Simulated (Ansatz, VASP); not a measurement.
**One calculation of PbSe, two programs**

The input POSCAR:

```
PbSe
1.0
    0.0000000000      3.0893771700      3.0893771700
    3.0893771700      0.0000000000      3.0893771700
    3.0893771700      3.0893771700      0.0000000000
Pb Se
1 1
Direct
    0.0000000000      0.0000000000      0.0000000000
    0.5000000000      0.5000000000      0.5000000000
```

INCAR.step1

```
ALGO = Normal ; EDIFF = 1E-4
ENCUT = 520 ; GGA = PE
ISMEAR = -1 ; LASPH = True
LCHARG = False ; LREAL = False
LWAVE = True ; NBANDS = 17
NELM = 60 ; PREC = Accurate
SIGMA = 0.02
```

Contents of INCAR.step2:

```
ALGO = Normal ; EDIFF = 1E-6
ENCUT = 520 ; ISIF = 2
ISMEAR = -1 ; ISTART = 1
LASPH = True ; LCHARG = False
LMIXTAU = True ; LREAL = False
LWAVE = False ; METAGGA = R2SCAN
NBANDS = 17 ; NELM = 60
PREC = Accurate ; SIGMA = 0.02
```

The input KPOINTS:

```
k-points
0
Gamma
  8 8 8
```

Input for Ansatz:

```yaml
crystal:
  lattice:
    - [0.0, 3.08937717, 3.08937717]
    - [3.08937717, 0.0, 3.08937717]
    - [3.08937717, 3.08937717, 0.0]
  atoms:
    - { symbol: Pb, position: [0.0, 0.0, 0.0] }
    - { symbol: Se, position: [0.5, 0.5, 0.5] }
  symmetry: { tolerance: 0.0003 }
hamiltonian:
  xc: r2scan
  pseudopotentials: { kind: paw, azcp: { folder: soft_1 } }
basis:
  ecutwfc: 500
magnetization:
  spin_polarized: false
scf:
  occupations: { method: fermi_dirac, width: 0.02 }
kpoints:
  mp_grid: { grid: [8, 8, 8], shift: [0, 0, 0] }
  band_path:
    path:
      - [0.0, 0.0, 0.0]
      - [0.5, 0.0, 0.5]
      - [0.625, 0.25, 0.625]
      - [0.375, 0.375, 0.75]
      - [0.0, 0.0, 0.0]
      - [0.5, 0.5, 0.5]
      - [0.5, 0.25, 0.75]
      - [0.5, 0.0, 0.5]
    npoints: 15
output:
  forces: true
  stress: true
  eigenvalues: true
  bader: true
  populations: true
  elf: true
  write_potential: true
  write_density: true
  volumetric_format: npy
  dos:
    e_range: [-12, 8]
    de: 0.05
    projected: { site_lists: { Pb: [Pb], Se: [Se] } }
```

Alike in both runs: task single point; functional r2SCAN; k mesh 8 × 8 × 8; occupations fermi-dirac, width 0.02 eV; no spin polarisation.

```csv
,VASP,Ansatz
version,VASP 6.6.1,Ansatz 0.2.0
potentials or method,"VASP PAW PBE potentials, release 64 (Pb_d, Se), cutoff 520 eV",PAW plane waves
valence electrons in the cell,20,30
```

```csv
,VASP,Ansatz,Ansatz less VASP
pressure (GPa),0.0,0.0,-0.02
```

VASP's potentials were made for PBE, not for r2SCAN. VASP's potentials hold 20 valence electrons a cell and Ansatz's 30, so a difference there can come from the potentials and not from the codes.

Neither program's run includes spin-orbit coupling.
